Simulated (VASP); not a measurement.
Set up this calculation in VASP 6.6.1, as the native input.

- Task: single point
- Functional: PBEsol
- Potentials or basis: VASP PAW PBE potentials, release 64 (Mg)
- Cutoff: 520 eV
- k mesh: 19 × 19 × 10
- Occupations: fermi-dirac, width 0.1 eV
- Spin: no spin polarisation
- Dipole correction: no
- Further INCAR settings: ALGO = Normal; EDIFF = 1e-06; NBANDS = 9

The structure of Mg lies in POSCAR:

```
Mg
1.0
    3.1749608202      0.0000000000      0.0000000000
   -1.5874804101      2.7495967263      0.0000000000
    0.0000000000      0.0000000000      5.1543210931
Mg
2
Direct
    0.3333333333      0.6666666667      0.2500000000
    0.6666666667      0.3333333333      0.7500000000
```

One way to write it, as run:

INCAR

```
ALGO = Normal
EDIFF = 1E-6
ENCUT = 520
GGA = PS
ISIF = 2
ISMEAR = -1
LASPH = True
LCHARG = False
LREAL = False
LWAVE = False
NBANDS = 9
NELM = 60
PREC = Accurate
SIGMA = 0.1
```

KPOINTS

```
k-points
0
Gamma
  19 19 10
```

Potentials or basis: VASP PAW PBE potentials, release 64 (Mg).

Command:

```sh
$ cat potpaw_PBE.64/Mg/POTCAR > POTCAR
$ mpirun -np 1 vasp_std > vasp.out
```

It gave:

```
Pressure               : 0.0 GPa
Band gap on the k mesh : zero (bands 2 and 3 overlap by 2.19 eV)
```

Caveat: the PAW data sets were made with another functional, which shifts forces and pressure a little.

It took 52 s on 1 thread of Intel Xeon 8259CL, on a shared host, peak memory 0.22 GiB.
